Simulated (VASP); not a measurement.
Runs of VASP 6.6.1 on BeTe. The structure is that of space group I-4m2 (No. 119), or close to it. The cells are those of the table. 

```tsv
cell	gap on the mesh (eV)	pressure (GPa)
a = 3.870, b = 3.870, c = 4.028 Å, angles 58.6, 58.6, 62.7°, 2 atoms	1.13	0.7
a = 4.163, b = 4.163, c = 3.589 Å, angles 64.5, 64.5, 51.1°, 2 atoms	(a)	(c)
a = 4.072, b = 4.072, c = 3.686 Å, angles 63.1, 63.1, 53.8°, 2 atoms	0.94	0.8
a = 3.808, b = 3.808, c = 4.397 Å, angles 54.7, 54.7, 70.5°, 2 atoms	none	(b)
a = 4.274, b = 4.274, c = 3.490 Å, angles 65.9, 65.9, 48.2°, 2 atoms	none	1.4
```

Alike in all rows: task single point; level LDA; potentials or basis VASP PAW LDA potentials, release 64 (Be, Te); no spin polarisation; k mesh 10 × 10 × 10; cutoff (eV) 520; smearing gaussian 0.05 eV.

**Question.** Fill in the values left out.

**Answer.** (a) 0.48; (b) -1.0; (c) 1.0.

Caveats: spin-orbit coupling is left out, which moves the levels of the heavy elements.

A k mesh can miss the band edges, and the runs leave out spin-orbit coupling on Te.

A gap of «none» marks levels without a gap at the run's occupations.
